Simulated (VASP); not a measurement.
Write the native input for VASP 6.6.1 that does the following.

| Item | Value |
| --- | --- |
| Task | single point |
| Functional | PBE |
| Potentials or basis | VASP PAW PBE potentials, release 64 (V_sv, H) |
| Cutoff | 520 eV |
| k mesh | 8 × 8 × 8 |
| Occupations | gaussian, width 0.1 eV |
| Spin | no spin polarisation |
| Dipole correction | no |
| Further INCAR settings | ALGO = Fast; EDIFF = 1e-06; NBANDS = 62 |

The structure of V8H lies in POSCAR:

```
V8H
1.0
   -3.0276473299      3.0188177894      3.0276473299
    3.0276473299     -3.0188177894      3.0276473299
    3.0276473299      3.0188177894     -3.0276473299
V H
8 1
Direct
   -0.0047293509     -0.0116942232     -0.0164235741
   -0.0069648724     -0.0116942232      0.5047293509
   -0.0007298708      0.5030404215     -0.0037702923
   -0.0047293509      0.5116942232      0.5069648724
    0.4931892863     -0.0030404215     -0.0037702923
    0.5037702923     -0.0030404215      0.5007298708
    0.5037702923      0.5030404215      0.0068107137
    0.5164235741      0.5116942232      0.5047293509
    0.1250000000      0.2500000000      0.3750000000
```

These files were run (other wordings do the same):

INCAR

```
SYSTEM = V8H
ALGO = Fast
EDIFF = 1E-6
ENCUT = 520
GGA = PE
ISIF = 2
ISMEAR = 0
LASPH = .TRUE.
LCHARG = .FALSE.
LREAL = .FALSE.
LWAVE = .FALSE.
NBANDS = 62
NELM = 60
PREC = Accurate
SIGMA = 0.1
```

KPOINTS

```
k-points
0
G
  8 8 8
  0 0 0
```

Potentials or basis: VASP PAW PBE potentials, release 64 (V_sv, H).

Run with:

```sh
$ cat potpaw_PBE.64/V_sv/POTCAR potpaw_PBE.64/H/POTCAR > POTCAR
$ mpirun -np 1 vasp_std > vasp.out
```

Results of the run:

```json
{
  "Pressure": "0.2 GPa",
  "Largest force": "0.020 eV/Å"
}
```

Run time: 18 min on 1 thread of Intel Xeon 8259CL (shared host), peak memory 0.43 GiB.
